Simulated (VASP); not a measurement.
Runs of VASP 6.6.1 on BP. The structure is that of space group F-43m (No. 216), or close to it. The cells are those of the table. 

| task | level | cell | k mesh | grid for exact exchange (PRECFOCK) | share of exact exchange | screening parameter | gap on the mesh (eV) |
| --- | --- | --- | --- | --- | --- | --- | --- |
| single point | HSE06 | a = 3.208 Å, angles 60.0°, 2 atoms | 6 × 6 × 6 | Normal | 0.25 | 0.2079 1/Å | 2.06 |
| dielectric tensor | r2SCAN | a = 3.217, b = 3.217, c = 3.240 Å, angles 59.8, 59.8, 60.5°, 2 atoms | 8 × 8 × 8 | - | - | - | 1.27 |
| dielectric tensor | r2SCAN | a = 3.189, b = 3.189, c = 3.144 Å, angles 60.5, 60.5, 59.1°, 2 atoms | 8 × 8 × 8 | - | - | - | 1.21 |
| dielectric tensor | r2SCAN | a = 3.208 Å, angles 60.0°, 2 atoms | 8 × 8 × 8 | - | - | - | (b) |
| dielectric tensor | r2SCAN | a = 3.198, b = 3.198, c = 3.176 Å, angles 60.2, 60.2, 59.5°, 2 atoms | 8 × 8 × 8 | - | - | - | (a) |

Alike in all rows: potentials or basis VASP PAW PBE potentials, release 64 (B, P); no spin polarisation; cutoff (eV) 520; smearing gaussian 0.01 eV.

Fill in the values left out.

(a) 1.34; (b) 1.48.

A k mesh can miss the band edges.
